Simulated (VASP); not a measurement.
# KTaO3: single point with r2SCAN

The system is KTaO3.

```
CELL_PARAMETERS angstrom
3.78889 0.00000 0.00000
0.00000 3.98830 0.00000
0.00000 0.00000 3.98830
ATOMIC_POSITIONS crystal
K 0.50000 0.50000 0.50000
Ta 0.00000 0.00000 0.00000
O 0.50000 0.00000 0.00000
O 0.00000 0.50000 0.00000
O 0.00000 0.00000 0.50000
```

This cell differs from its parent crystal: strain -0.0500 x Voigt [1, 0, 0, 0, 0, 0].

| Quantity | Value |
| --- | --- |
| Program | VASP 6.6.1 |
| Task | single point |
| Functional | r2SCAN |
| Potentials or basis | VASP PAW PBE potentials, release 64 (K_sv, Ta_sv_GW, O) |
| Cutoff | 770 eV |
| k mesh | 6 × 6 × 6 |
| Occupations | gaussian, width 0.05 eV |
| Spin | no spin polarisation |

The pressure is 14.0 GPa and the band gap on the k mesh is 2.64 eV (least direct gap 3.25 eV).

Stress tensor (GPa, compression positive):
```
31.39  0.00  0.00
 0.00  5.27  0.00
 0.00  0.00  5.27
```

Levels at points of the mesh, in eV from the valence-band top:
| k point | band 16 | band 17 | band 18 | band 19 | band 20 | band 21 | band 22 | band 23 | band 24 | band 25 |
| --- | --- | --- | --- | --- | --- | --- | --- | --- | --- | --- |
| (0.00, 0.00, 0.00) | -1.32 | -1.01 | -0.66 | -0.66 | -0.61 | 2.64 | 2.72 | 2.72 | 7.32 | 7.44 |
| (0.50, 0.00, 0.00) | -2.38 | -2.15 | -1.64 | -0.86 | -0.86 | 2.87 | 6.28 | 6.28 | 7.37 | 9.60 |
| (0.00, 0.50, 0.00) | -2.42 | -2.21 | -1.69 | -1.00 | -0.86 | 2.87 | 5.53 | 5.53 | 7.78 | 10.01 |
| (0.50, 0.50, 0.00) | -2.85 | -1.65 | -1.41 | -1.36 | -0.13 | 5.60 | 6.31 | 7.45 | 8.42 | 11.06 |
| (0.00, 0.50, 0.50) | -2.73 | -1.96 | -1.96 | -1.60 | -0.06 | 5.56 | 5.56 | 6.88 | 9.79 | 10.72 |
| (0.50, 0.50, 0.50) | -4.43 | -3.76 | -0.07 | -0.07 | 0.00 | 7.07 | 7.61 | 7.61 | 9.51 | 9.87 |

Run time: 3.9 min on 1 thread of Intel(R) Xeon(R) Platinum 8488C (Sapphire Rapids), on a shared host, peak memory 0.31 GiB.

Caveat: the cell differs from its parent crystal (strain -0.0500 x Voigt [1, 0, 0, 0, 0, 0]); the stress differs along the axes, from 5 to 31 GPa; the PAW data sets were made with another functional, which shifts forces and pressure a little; spin-orbit coupling is left out, which moves the levels of the heavy elements. A k mesh can miss the band edges.
